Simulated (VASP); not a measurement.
## TaN: single point with revPBE+D3(BJ)

TaN:

```
CELL_PARAMETERS angstrom
0.00000 2.18563 2.18563
2.18563 0.00000 2.18563
2.18563 2.18563 0.00000
ATOMIC_POSITIONS crystal
Ta 0.50000 0.50000 0.50000
N 0.00000 0.00000 0.00000
```

| Quantity | Value |
| --- | --- |
| Program | VASP 6.6.1 |
| Task | single point |
| Functional | revPBE |
| Dispersion | D3(BJ) |
| Potentials or basis | VASP PAW PBE potentials, release 64 (Ta_pv, N) |
| Cutoff | 520 eV |
| k mesh | 10 × 10 × 10 |
| Occupations | fermi-dirac, width 0.05 eV |
| Spin | no spin polarisation |

```
Pressure                   : 0.8 GPa
Band gap on the k mesh     : zero (band 8 reaches 11.79 eV, above the bottom of band 9 at 7.68 eV)
Dispersion energy per atom : -0.894 eV
```

Levels at points of the mesh, in eV from the Fermi level:
```
           k point  band 5  band 6  band 7  band 8  band 9  band 10  band 11  band 12
(0.00, 0.00, 0.00)   -3.91   -3.91   -3.91   -2.19   -2.19    -2.19     0.04     0.04
(0.50, 0.00, 0.00)  -10.56   -7.74   -7.74    1.93    1.93     2.03     3.83     7.71
(0.50, 0.50, 0.00)   -6.73   -5.62   -4.71   -4.71    2.15     3.61     3.61     4.68
```

Wall time 6.1 s on 1 thread of Intel Xeon 6975P-C, with other jobs on the host, peak memory 0.16 GiB.

Caveat: the PAW data sets were made with another functional, which shifts forces and pressure a little; spin-orbit coupling is left out, which moves the levels of the heavy elements; pairwise dispersion overbinds metals, which lowers pressure and volume.
